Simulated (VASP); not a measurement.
# H14CO7 in VASP: a series of runs, part 2 of 2

VASP 6.6.1. Earlier steps stand in the parts before.

### 4 Single point, PBE+D3(BJ)

INCAR reads:

```
SYSTEM = H14CO7
PREC     = Accurate       ! precision mode
ENCUT    = 520            ! plane-wave cutoff, eV
EDIFF    = 1E-7           ! SCF threshold, eV
ISMEAR   = -1             ! smearing method
SIGMA    = 0.05           ! smearing width, eV
LREAL    = Auto         
LASPH    = .TRUE.         ! aspherical terms in the spheres
NELM     = 100            ! most SCF steps
ALGO     = Normal         ! electronic algorithm
ISIF     = 2              ! what is computed and relaxed
LWAVE    = .FALSE.        ! write WAVECAR
LCHARG   = .TRUE.         ! write CHGCAR
GGA      = PE             ! functional
IVDW     = 12             ! dispersion correction
LELF     = .TRUE.         ! ELF
LVHAR    = .TRUE.       
NBANDS   = 47             ! bands
```

KPOINTS reads:

```
Automatic mesh
0
G
  1 1 1
  0 0 0
```

POSCAR reads:

```
H14CO7
1.0
    5.7770000000      0.0000000000      0.0000000000
    0.0000000000      5.7770000000      0.0000000000
    0.0000000000      0.0000000000      5.7770000000
O H C
7 14 1
Direct
    0.0461831400      0.8809589752      0.7775489008
    0.3892331660      0.7394322313      0.0492123940
    1.0868963130      0.5504414056      0.3763371992
    0.8895101264      0.3452483988      0.9493508742
    0.3724251342      0.2308983902      0.7693266401
    0.5752293578      0.6194910853      0.6131729271
    0.7388436905      0.0029773239      0.3665051065
    0.1293058681      1.0110611044      0.7266920547
    0.1618487104      0.7964341354      0.8912065086
    0.5202354163      0.6546304310     -0.0136576078
    0.3247014021      0.6687727194      0.1884369050
    1.0863077722      0.6513242167      0.5126190064
    1.0022503029      0.4084646010      0.4173273325
    1.0020772027      0.4284922970      1.0390341007
    0.9413017137      0.1890773758      0.9122381859
    0.5356932664      0.2406958629      0.7816686862
    0.3510818764      0.3866193526      0.7197507357
    0.6074779297      0.7407651030      0.4928855808
    0.7196814956      0.6062662281      0.6912065086
    0.4184005539      0.1440193872      0.3317119612
    0.6745888870      0.3511164965      0.3338584040
    0.6170676822      0.1728232647      0.3383936299
```

Potentials or basis: VASP PAW PBE potentials, release 64 (O, H, C).

On the command line:

```bash
> cat potpaw_PBE.64/O/POTCAR potpaw_PBE.64/H/POTCAR potpaw_PBE.64/C/POTCAR > POTCAR
> mpirun -np 1 vasp_gam > vasp.out
```

OUTCAR:

```text
SYSTEM = H14CO7
   PREC = Accurate
   ENCUT = 520
   EDIFF = 1E-7
   ISMEAR = -1
   LREAL = Auto
   LASPH = .TRUE.
   NELM = 100
   ISIF = 2
   GGA = PE
   IVDW = 12
 IVDW          = 12

 ion  position               nearest neighbor table
   1  0.046  0.881  0.778-   8 0.94   9 1.06
   2  0.389  0.739  0.049-  10 0.97  11 0.98
   3  0.087  0.550  0.376-  12 0.98  13 0.98
   4  0.890  0.345  0.949-  14 0.96  15 0.97
   5  0.372  0.231  0.769-  16 0.95  17 0.95
   6  0.575  0.619  0.613-  19 0.95  18 1.00
   7  0.739  0.003  0.367-  22 1.22
   8  0.129  0.011  0.727-   1 0.94
   9  0.162  0.796  0.891-   1 1.06
  10  0.520  0.655  0.986-   2 0.97
  11  0.325  0.669  0.188-   2 0.98
  12  0.086  0.651  0.513-   3 0.98
  13  0.002  0.408  0.417-   3 0.98
  14  0.002  0.428  0.039-   4 0.96
  15  0.941  0.189  0.912-   4 0.97
  16  0.536  0.241  0.782-   5 0.95
  17  0.351  0.387  0.720-   5 0.95
  18  0.607  0.741  0.493-   6 1.00
  19  0.720  0.606  0.691-   6 0.95
  20  0.418  0.144  0.332-  22 1.16
  21  0.675  0.351  0.334-  22 1.08
  22  0.617  0.173  0.338-  21 1.08  20 1.16   7 1.22

  LATTYP: Found a simple cubic cell.
 ALAT       =     5.7770000000

  Lattice vectors:

 A1 = (   5.7770000000,   0.0000000000,   0.0000000000)
 A2 = (   0.0000000000,   5.7770000000,   0.0000000000)
 A3 = (   0.0000000000,   0.0000000000,   5.7770000000)

Analysis of symmetry for initial positions (statically):
=====================================================================
 Subroutine PRICEL returns:
 Original cell was already a primitive cell.

 Routine SETGRP: Setting up the symmetry group for a
 simple cubic supercell.

 Subroutine GETGRP returns: Found  1 space group operations
 (whereof  1 operations were pure point group operations)
 out of a pool of 48 trial point group operations.
[... 151 lines left out ...]
     AMIX_MAG =   1.60;   BMIX_MAG =  1.00
  volume/ion in A,a.u.               =       8.76        59.14
  Fermi-wavevector in a.u.,A,eV,Ry     =   1.109404  2.096469 16.745727  1.230776
  Thomas-Fermi vector in A             =   2.245943
   LORBIT       =      0    0 simple, 1 ext, 2 COOP (PROOUT), +10 PAW based schemes
   GGA     = PE    functional components
   LHFCALC =     F    Hartree Fock is set to
   AEXX    =    0.0000 exact exchange contribution
   IVDW    =    12    specifies the selected vdW correction
   LEPSILON=     F    determine dielectric tensor
   LRPA    =     F    only Hartree local field effects (RPA)
 non-spin polarized calculation
  energy-cutoff  :      520.00
  volume of cell :      192.80
 maximum number of plane-waves:      2593
 NGX is ok and might be reduce to    42
   NGX = 21   NGY = 21   NGZ = 21

 number of electron      59.9999999 magnetization

 Free energy of the ion-electron system (eV)
  ---------------------------------------------------
  ext. energy  EPLUGINS =         0.00000000
  ---------------------------------------------------
  free energy    TOTEN  =      -109.08982358 eV

  energy without entropy =     -109.08982358  energy(sigma->0) =     -109.08982358

 E-fermi :  -1.2025     XC(G=0):  -7.6109

 val. band max:       -2.4103310625   @ k =   0.0000   0.0000   0.0000
 cond. band min:       1.5974406130   @ k =   0.0000   0.0000   0.0000
 fundamental gap:      4.0077716755
 Fermi energy:        -1.2024939642

 k-point     1 :       0.0000    0.0000    0.0000
  band No.  band energies     occupation
      1     -22.8693      2.00000
      2     -22.0609      2.00000
      3     -21.7511      2.00000
      4     -21.4642      2.00000
      5     -21.4203      2.00000
      6     -21.2700      2.00000
[... 34 lines left out ...]
     41       8.2841      0.00000
     42       8.5054      0.00000
 [bands above 42 left out]

------------------------ aborting loop because EDIFF is reached ----------------------------------------

 Edisp (eV)   -0.95690

 E8    (eV) :    -0.2035

  FORCE on cell =-STRESS in cart. coord.  units (eV):
  Direction    XX          YY          ZZ          XY          YZ          ZX
  --------------------------------------------------------------------------------------
  -------------------------------------------------------------------------------------
  Total       2.22597     1.57326     0.72583    -0.29398    -0.35616    -0.09564
  in kB      18.49792    13.07387     6.03165    -2.44300    -2.95973    -0.79480
  external pressure =       12.53 kB  Pullay stress =        0.00 kB

 VOLUME and BASIS-vectors are now :
 -----------------------------------------------------------------------------
  energy-cutoff  :      520.00
  volume of cell :      192.80
      direct lattice vectors                 reciprocal lattice vectors
     5.777000000  0.000000000  0.000000000     0.173100225  0.000000000  0.000000000
     0.000000000  5.777000000  0.000000000     0.000000000  0.173100225  0.000000000
     0.000000000  0.000000000  5.777000000     0.000000000  0.000000000  0.173100225

 POSITION                                       TOTAL-FORCE (eV/Angst)
 -----------------------------------------------------------------------------------
      0.26680      5.08930      4.49190        -0.567182     -2.796743      1.458673
      2.24860      4.27170      0.28430        -0.443257      0.424791      0.112971
      0.50200      3.17990      2.17410        -0.019891     -0.642411     -0.214842
      5.13870      1.99450      5.48440        -1.252545      0.277608     -0.654605
      2.15150      1.33390      4.44440        -0.842664     -0.799708      0.238595
      3.32310      3.57880      3.54230        -0.626352      0.734716     -1.292005
[... 14 lines left out ...]
      3.89710      2.02840      1.92870         0.404821      0.573258     -0.144387
      3.56480      0.99840      1.95490        -2.577131     -1.076014      0.157976
 -----------------------------------------------------------------------------------
    total drift:                               -0.009126      0.011461      0.004289

  FREE ENERGIE OF THE ION-ELECTRON SYSTEM (eV)
  ---------------------------------------------------
  free  energy   TOTEN  =      -110.0467261622 eV

  energy  without entropy=     -110.0467261621  energy(sigma->0) =     -110.04672616
```

Run time: 35 s. Hardware: 1 thread of Intel Xeon Platinum 8259CL at 2.50GHz (Skylake/Cascade Lake), shared host; peak memory 0.31 GiB.

What came out:

| Property | Result |
| --- | --- |
| Free energy | -110.0467 eV |
| Pressure | 1.3 GPa |
| Largest force | 3.205 eV/Å |
| Dispersion energy per atom | -0.043 eV |

Forces in eV/Å, atoms in the order of the input:
```
O   -0.567 -2.797  1.459
O   -0.443  0.425  0.113
O   -0.020 -0.642 -0.215
O   -1.253  0.278 -0.655
O   -0.843 -0.800  0.239
O   -0.626  0.735 -1.292
O    0.869 -0.033  0.031
H    1.556  1.379 -0.666
H   -0.674  1.284 -1.159
H   -0.190 -0.122  0.181
H    0.152 -0.502  0.069
H   -0.266  0.351  0.337
H    0.437  0.473  0.044
H    0.581 -0.011  0.289
H    0.370 -0.258  0.341
H    1.556 -0.678  0.442
H   -0.652  1.366 -0.627
H   -0.047 -0.306  0.662
H    1.217 -0.067  0.645
H    1.015  0.429 -0.251
H    0.405  0.573 -0.144
C   -2.577 -1.076  0.158
```

Caveat: the k points lie up to 1.09 Å⁻¹ apart; the atoms stand as in a frame of molecular dynamics.

### 5 Summary

```csv
cell,pressure (GPa),largest force (eV/Å)
"as given, atomic positions A",-1.7,2.28
"as given, atomic positions B",2.2,2.25
"as given, atomic positions C",1.3,3.20
```

Alike in all rows: task single point; level PBE+D3(BJ); potentials or basis VASP PAW PBE potentials, release 64 (O, H, C); no spin polarisation; k mesh 1 × 1 × 1; cutoff (eV) 520; smearing fermi-dirac 0.05 eV.

Caveats: all runs use coarse meshes; the atoms stand as in a frame of molecular dynamics.

Total energies depend on the potentials used, so only differences within one code and one set of settings carry meaning.
